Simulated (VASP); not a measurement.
# TaN (P6_3mc) in VASP: further runs

The runs below take TaN through single point, relaxation of cell and atoms, with PBE.

All numbers are computed with VASP 6.6.1; they aren't measurements. Logs are shortened: lines on timing, memory, paths and dates and some standing lists are left out, and cuts for length are marked.

## (1) The cell of the first run

It takes space group P6_3mc (No. 186, hexagonal). Conventional cell: a = 3.079 Å, b = 3.079 Å, c = 4.936 Å, α = 90.00°, β = 90.00°, γ = 120.00°. Ta (site symmetry 3m) has 4 N at 1.87 to 1.88 Å within 2.5 Å. Within 2.5 Å of N (site symmetry 3m) lie 4 Ta at 1.87 to 1.88 Å.

## (2) Single point, PBE

Input file INCAR:

```
SYSTEM = TaN
  PREC = Accurate
  ENCUT = 600
  EDIFF = 1E-6
  ISMEAR = 0
  SIGMA = 0.1
  LREAL = .FALSE.
  LASPH = .TRUE.
  NELM = 120
  ALGO = Normal
  ISIF = 2
  LWAVE = .FALSE.
  LCHARG = .FALSE.
  GGA = PE
  NBANDS = 24
  GGA_COMPAT = .FALSE.
```

Input file KPOINTS:

```
regular mesh
0
G
  6 6 4
  0 0 0
```

Input file POSCAR:

```
TaN
1.0
    3.0793747597      0.0000000000      0.0000000000
   -1.5396873798      2.6668167696      0.0000000000
    0.0000000000      0.0000000000      4.9364412247
Ta N
2 2
Direct
    0.3333333333      0.6666666667     -0.0007707949
    0.6666666667      0.3333333333      0.4992292051
    0.3333333333      0.6666666667      0.3807707949
    0.6666666667      0.3333333333      0.8807707949
```

Potentials or basis: VASP PAW PBE potentials, release 64 (Ta_pv, N).

Launch:

```
> cat potpaw_PBE.64/Ta_pv/POTCAR potpaw_PBE.64/N/POTCAR > POTCAR
> mpirun -np 1 vasp_std > vasp.out
```

OUTCAR:

```text
SYSTEM = TaN
   PREC = Accurate
   ENCUT = 600
   EDIFF = 1E-6
   ISMEAR = 0
   LREAL = .FALSE.
   LASPH = .TRUE.
   NELM = 120
   ISIF = 2
   GGA = PE

 ion  position               nearest neighbor table
   1  0.333  0.667  0.999-   4 1.87   4 1.87   4 1.87   3 1.88   2 3.04   2 3.04   2 3.04   2 3.04
                             2 3.04   2 3.04
   2  0.667  0.333  0.499-   3 1.87   3 1.87   3 1.87   4 1.88   1 3.04   1 3.04   1 3.04   1 3.04
                             1 3.04   1 3.04
   3  0.333  0.667  0.381-   2 1.87   2 1.87   2 1.87   1 1.88
   4  0.667  0.333  0.881-   1 1.87   1 1.87   1 1.87   2 1.88

  LATTYP: Found a hexagonal cell.
 ALAT       =     3.0793747597
 C/A-ratio  =     1.6030660799

  Lattice vectors:

 A1 = (   3.0793747597,   0.0000000000,   0.0000000000)
 A2 = (  -1.5396873798,   2.6668167696,   0.0000000000)
 A3 = (   0.0000000000,   0.0000000000,   4.9364412247)

Analysis of symmetry for initial positions (statically):
=====================================================================
 Subroutine PRICEL returns:
 Original cell was already a primitive cell.

 Routine SETGRP: Setting up the symmetry group for a
 hexagonal supercell.

 Subroutine GETGRP returns: Found 12 space group operations
 (whereof  6 operations were pure point group operations)
 out of a pool of 24 trial point group operations.

The static configuration has the point symmetry C_3v.
 The point group associated with its full space group is C_6v.

Analysis of symmetry for dynamics (positions and initial velocities):
=====================================================================
 Subroutine PRICEL returns:
 Original cell was already a primitive cell.

 Routine SETGRP: Setting up the symmetry group for a
 hexagonal supercell.

 Subroutine GETGRP returns: Found 12 space group operations
 (whereof  6 operations were pure point group operations)
 out of a pool of 24 trial point group operations.

The dynamic configuration has the point symmetry C_3v.
 The point group associated with its full space group is C_6v.

 Subroutine INISYM returns: Found 12 space group operations
 (whereof  6 operations are pure point group operations),
 and found     1 'primitive' translations

----------------------------------------------------------------------------------------

                                     Primitive cell
[... 89 lines left out ...]
   ENCUT  =  600.0 eV  44.10 Ry    6.64 a.u.   6.15  6.15  9.86*2*pi/ulx,y,z
   NELM   =    120;   NELMIN=  2; NELMDL= -5     # of ELM steps
   EDIFF  = 0.1E-05   stopping-criterion for ELM
   LREAL  =      F    real-space projection
   EDIFFG = 0.1E-04   stopping-criterion for IOM
   NSW    =      0    number of steps for IOM
   IBRION =     -1    ionic relax: 0-MD 1-quasi-New 2-CG
   NFREE  =      0    steps in history (QN), initial steepest desc. (CG)
   ISIF   =      2    stress and relaxation
   ISYM   =      2    0-nonsym 1-usesym 2-fastsym
   POTIM  = 0.5000    time-step for ionic-motion
   TEBEG  =    0.0;   TEEND  =   0.0 temperature during run
   PSTRESS=    0.0 pullay stress
   NELECT =      32.0000    total number of electrons
   NUPDOWN=      -1.0000    fix difference up-down
   EMIN   =  10.00;   EMAX   =-10.00  energy-range for DOS
   EFERMI =   0.00;   METHOD = LEGACY
   ISMEAR =     0;   SIGMA  =   0.10  broadening in eV -4-tet -1-fermi 0-gaus
   EFERMI_NEDOS =   21; number of points for ismear=-14 and -15
   IALGO  =     38    algorithm
   IMIX   =      4    mixing-type and parameters
     AMIX     =   0.40;   BMIX     =  1.00
     AMIX_MAG =   1.60;   BMIX_MAG =  1.00
  volume/ion in A,a.u.               =      10.13        68.39
  Fermi-wavevector in a.u.,A,eV,Ry     =   1.512986  2.859129 31.145461  2.289127
  Thomas-Fermi vector in A             =   2.622837
   LORBIT       =      0    0 simple, 1 ext, 2 COOP (PROOUT), +10 PAW based schemes
   GGA     = PE    functional components
   LHFCALC =     F    Hartree Fock is set to
   AEXX    =    0.0000 exact exchange contribution
   IVDW    =     0    specifies the selected vdW correction
   LEPSILON=     F    determine dielectric tensor
   LRPA    =     F    only Hartree local field effects (RPA)
 non-spin polarized calculation
 Gauss-broadening in eV      SIGMA  =   0.10
  energy-cutoff  :      600.00
  volume of cell :       40.54
 maximum number of plane-waves:      1387
 NGX is ok and might be reduce to    28
   NGX = 13   NGY = 13   NGZ = 19

 number of electron      32.0000001 magnetization

 Free energy of the ion-electron system (eV)
  ---------------------------------------------------
  ext. energy  EPLUGINS =         0.00000000
  ---------------------------------------------------
  free energy    TOTEN  =       -38.33878463 eV

  energy without entropy =      -38.33249227  energy(sigma->0) =      -38.33563845

 E-fermi :   9.5229     XC(G=0): -13.4431

 val. band max:        9.4939184561   @ k =   0.3333   0.1667   0.0000
 cond. band min:       9.7663781439   @ k =   0.1667   0.1667   0.0000
 fundamental gap:      0.2724596877
 Fermi energy:         9.5229154874

 k-point     1 :       0.0000    0.0000    0.0000
  band No.  band energies     occupation
      1     -26.5677      2.00000
      2     -25.4587      2.00000
      3     -25.4587      2.00000
      4     -25.2683      2.00000
      5     -25.2683      2.00000
      6     -25.2596      2.00000
[... 556 lines left out ...]
     23      16.9000      0.00000
     24      16.9000      0.00000

------------------------ aborting loop because EDIFF is reached ----------------------------------------

  FORCE on cell =-STRESS in cart. coord.  units (eV):
  Direction    XX          YY          ZZ          XY          YZ          ZX
  --------------------------------------------------------------------------------------
  -------------------------------------------------------------------------------------
  Total       32.6870173     32.6870173     30.8733611      0.0000000      0.0000000      0.0000000
  in kB     1291.8621706   1291.8621705   1220.1825262      0.0000000      0.0000000      0.0000000
  external PRESSURE =    1267.9689558 kB  Pullay stress =       0.0000000 kB

 VOLUME and BASIS-vectors are now :
 -----------------------------------------------------------------------------
  energy-cutoff  :      600.00
  volume of cell :       40.54
      direct lattice vectors                 reciprocal lattice vectors
     3.079374760  0.000000000  0.000000000     0.324741247  0.187489446  0.000000000
    -1.539687380  2.666816770  0.000000000     0.000000000  0.374978893  0.000000000
     0.000000000  0.000000000  4.936441225     0.000000000  0.000000000  0.202575085

 POSITION                                       TOTAL-FORCE (eV/Angst)
 -----------------------------------------------------------------------------------
     -0.00000      1.77788      4.93264         0.000000      0.000000      1.356320
      1.53969      0.88894      2.46442         0.000000     -0.000000      1.356320
     -0.00000      1.77788      1.87965         0.000000     -0.000000     -1.356320
      1.53969      0.88894      4.34787         0.000000     -0.000000     -1.356320
 -----------------------------------------------------------------------------------
    total drift:                               -0.000000      0.000000      0.000331

  FREE ENERGIE OF THE ION-ELECTRON SYSTEM (eV)
  ---------------------------------------------------
  free  energy   TOTEN  =       -38.3387846261 eV

  energy  without entropy=      -38.3324922672  energy(sigma->0) =      -38.33563845
```

Wall time 24 s (1 thread of AMD EPYC 7R43 (Zen 3), shared host); peak memory 0.15 GiB.

What came out:

```
Free energy            : -38.3388 eV
Pressure               : 126.8 GPa
Largest force          : 1.356 eV/Å
Band gap on the k mesh : zero (bands 16 and 17 overlap by 2.78 eV)
```

Forces on the atoms (eV/Å):
```
Ta   0.000  0.000  1.356
Ta   0.000  0.000  1.356
N    0.000  0.000 -1.356
N    0.000  0.000 -1.356
```

Caveat: the k points lie up to 0.39 Å⁻¹ apart, too coarse for converged energies and pressures of a metal; spin-orbit coupling is left out, which moves the levels of the heavy elements; forces of over 1 eV/Å act on the atoms, so gaps and moduli don't describe the material at rest.

## (3) Single point, PBE

This run uses another cell than the first one, of 13.12 Å³/atom.

Input file INCAR:

```
SYSTEM = TaN
PREC = Accurate
ENCUT = 600
EDIFF = 1E-6
ISMEAR = 0
SIGMA = 0.1
LREAL = .FALSE.
LASPH = .TRUE.
NELM = 120
ALGO = Normal
ISIF = 2
LWAVE = .FALSE.
LCHARG = .FALSE.
GGA = PE
NBANDS = 24
GGA_COMPAT = .FALSE.
```

Input file KPOINTS:

```
Automatic mesh
0
G
  6 6 4
  0 0 0
```

Input file POSCAR:

```
TaN
1.0
    3.1504677610      0.0000000000      0.0000000000
   -1.5752338805      2.7283851148      0.0000000000
    0.0000000000      0.0000000000      6.1046116953
Ta N
2 2
Direct
    0.3333333333      0.6666666667      0.0281451412
    0.6666666667      0.3333333333      0.5281451412
    0.3333333333      0.6666666667      0.3518548588
    0.6666666667      0.3333333333      0.8518548588
```

Potentials or basis: VASP PAW PBE potentials, release 64 (Ta_pv, N).

Launch:

```
> cat potpaw_PBE.64/Ta_pv/POTCAR potpaw_PBE.64/N/POTCAR > POTCAR
> mpirun -np 1 vasp_std > vasp.out
```

It took 34 s on 1 thread of AMD EPYC 7R43 (Zen 3), shared host; peak memory 0.16 GiB.

It converged, with:

- Free energy: -43.3885 eV
- Pressure: 0.5 GPa
- Largest force: 0.024 eV/Å
- Band gap on the k mesh: zero (bands 16 and 17 overlap by 0.12 eV)

Forces on the atoms (eV/Å):
```
Ta   0.000  0.000 -0.024
Ta   0.000  0.000 -0.024
N    0.000  0.000  0.024
N    0.000  0.000  0.024
```

Stress tensor (GPa, compression positive):
```
0.37 0.00 0.00
0.00 0.37 0.00
0.00 0.00 0.89
```

Levels at points of the mesh, in eV from the Fermi level:
```
           k point  band 14  band 15  band 16  band 17  band 18  band 19
(0.00, 0.00, 0.00)    -4.51    -0.90    -0.75     0.10     0.10     2.13
(0.50, 0.00, 0.00)    -3.71    -2.33    -0.56     1.12     2.11     2.59
(0.00, 0.00, 0.50)    -4.99     0.13     0.13     0.92     0.92     0.92
(0.50, 0.00, 0.50)    -4.80    -0.98    -0.98     1.43     1.43     3.23
```

Caveat: the k points lie up to 0.38 Å⁻¹ apart; spin-orbit coupling is left out, which moves the levels of the heavy elements.

## (4) Relaxation of cell and atoms, PBE

Input file INCAR:

```
PREC = Accurate ; ENCUT = 600
EDIFF = 1E-7 ; ISMEAR = 0
SIGMA = 0.1 ; LREAL = False
LASPH = True ; NELM = 120
ALGO = Normal ; ISIF = 3
LWAVE = False ; LCHARG = False
GGA = PE ; IBRION = 2
NSW = 100 ; EDIFFG = -0.05
GGA_COMPAT = False ; NELMIN = 4
```

Input file KPOINTS:

```
Automatic mesh
0
Gamma
  6 6 4
```

Input file POSCAR:

```
TaN
1.0
    3.0793747597      0.0000000000      0.0000000000
   -1.5396873798      2.6668167696      0.0000000000
    0.0000000000      0.0000000000      4.9364412247
Ta N
2 2
Direct
    0.3333333333      0.6666666667     -0.0007707949
    0.6666666667      0.3333333333      0.4992292051
    0.3333333333      0.6666666667      0.3807707949
    0.6666666667      0.3333333333      0.8807707949
```

Launch:

```
> cat potpaw_PBE.64/Ta_pv/POTCAR potpaw_PBE.64/N/POTCAR > POTCAR
> mpirun -np 1 vasp_std > vasp.out
```

Wall time 4.3 min (1 thread of AMD EPYC 7R43 (Zen 3), shared host); peak memory 0.16 GiB.

The run converged. Its results:

* Free energy: -43.3605 eV
* Relaxed volume: 13.16 Å³/atom
* Relaxed cell: a = 3.157 Å, b = 3.157 Å, c = 6.098 Å, α = 90.00°, β = 90.00°, γ = 120.00°
* Space group after relaxing (to 0.1 Å): P6_3mc (No. 186)
* Pressure after relaxing: -0.5 GPa
* Largest force after relaxing: 0.037 eV/Å
* Band gap on the k mesh: zero (bands 16 and 17 overlap by 0.15 eV)

Forces on the atoms (eV/Å):
```
Ta   0.000  0.000 -0.037
Ta   0.000  0.000 -0.037
N    0.000  0.000  0.037
N    0.000  0.000  0.037
```

Final structure:
```xyz
4
Lattice="3.1573 0.0000 0.0000 -1.5787 2.7343 0.0000 0.0000 0.0000 6.0978" Properties=species:S:1:pos:R:3 pbc="T T T"
Ta    0.0000    1.8229    0.1704
Ta    1.5787    0.9114    3.2194
N     0.0000    1.8229    2.1467
N     1.5787    0.9114    5.1956
```

Levels at points of the mesh, in eV from the Fermi level:
```csv
k point,band 13,band 14,band 15,band 16,band 17,band 18,band 19,band 20
"(0.00, 0.00, 0.00)",-4.51,-4.51,-0.89,-0.73,0.10,0.10,2.13,2.13
"(0.50, 0.00, 0.00)",-4.80,-3.71,-2.30,-0.55,1.13,2.10,2.58,3.30
"(0.00, 0.00, 0.50)",-4.99,-4.99,0.16,0.16,0.92,0.92,0.92,0.92
"(0.50, 0.00, 0.50)",-4.79,-4.79,-0.95,-0.95,1.44,1.44,3.20,3.20
```

Caveat: the k points lie up to 0.38 Å⁻¹ apart in the final cell; the volume moved by over 15 % at a fixed basis, so the end points are rough; spin-orbit coupling is left out, which moves the levels of the heavy elements; the relaxation stopped at a loose force limit of 0.05 eV/Å, so its end isn't a converged minimum. PBE usually gives volumes a little too large and moduli too small.

## (5) Single point, PBE, collinear spin

Input file INCAR:

```
PREC = Accurate
ENCUT = 600
EDIFF = 1E-6
ISMEAR = 0
SIGMA = 0.1
LREAL = F
LASPH = T
NELM = 200
ALGO = Normal
ISIF = 2
LWAVE = F
LCHARG = T
ISPIN = 2
MAGMOM = 1 1 0 0
LORBIT = 11
LMAXMIX = 4
GGA = PE
LELF = T
LVHAR = T
NBANDS = 28
GGA_COMPAT = F
```

KPOINTS is that of step 4.

POSCAR is that of step 4.

Launch:

```
> cat potpaw_PBE.64/Ta_pv/POTCAR potpaw_PBE.64/N/POTCAR > POTCAR
> mpirun -np 1 vasp_std > vasp.out
```

Wall time 77 s (1 thread of AMD EPYC 7R43 (Zen 3), shared host); peak memory 0.19 GiB.

It converged, with:

```yaml
Free_energy: -38.3388 eV
Pressure: 126.8 GPa
Largest_force: 1.356 eV/Å
Band_gap_on_the_k_mesh: zero (filled and empty bands overlap)
Net_moment: 0.00 μB per cell
Valence_electrons_inside_the_program's_atomic_spheres: Ta 9.74; N 4.03
```

Forces on the atoms (eV/Å):
```
Ta   0.000  0.000  1.356
Ta   0.000  0.000  1.356
N    0.000  0.000 -1.356
N    0.000  0.000 -1.356
```

Stress tensor (GPa, compression positive):
```
129.19   0.00   0.00
  0.00 129.19   0.00
  0.00   0.00 122.02
```

Levels at points of the mesh, in eV from the Fermi level:
Spin up:
| k point | band 14 | band 15 | band 16 | band 17 | band 18 | band 19 |
| --- | --- | --- | --- | --- | --- | --- |
| (0.00, 0.00, 0.00) | -7.38 | -0.84 | -0.84 | -0.32 | 1.88 | 2.64 |
| (0.50, 0.00, 0.00) | -5.14 | -2.26 | -1.08 | 0.46 | 1.50 | 2.06 |
| (0.00, 0.00, 0.50) | -8.24 | 1.22 | 1.22 | 1.22 | 1.22 | 1.83 |
| (0.50, 0.00, 0.50) | -6.45 | -0.36 | -0.36 | 2.13 | 2.13 | 2.31 |
Spin down:
| k point | band 13 | band 14 | band 15 | band 16 | band 17 | band 18 | band 19 | band 20 |
| --- | --- | --- | --- | --- | --- | --- | --- | --- |
| (0.00, 0.00, 0.00) | -7.63 | -7.38 | -0.84 | -0.84 | -0.32 | 1.88 | 2.64 | 2.64 |
| (0.50, 0.00, 0.00) | -6.08 | -5.14 | -2.26 | -1.08 | 0.46 | 1.50 | 2.06 | 3.72 |
| (0.00, 0.00, 0.50) | -8.24 | -8.24 | 1.22 | 1.22 | 1.22 | 1.22 | 1.83 | 1.83 |
| (0.50, 0.00, 0.50) | -6.45 | -6.45 | -0.36 | -0.36 | 2.13 | 2.13 | 2.31 | 2.31 |

Caveat: the k points lie up to 0.39 Å⁻¹ apart, too coarse for converged energies and pressures of a metal; spin-orbit coupling is left out, which moves the levels of the heavy elements; forces of over 1 eV/Å act on the atoms, so gaps and moduli don't describe the material at rest.

[end of part 1 of 2]
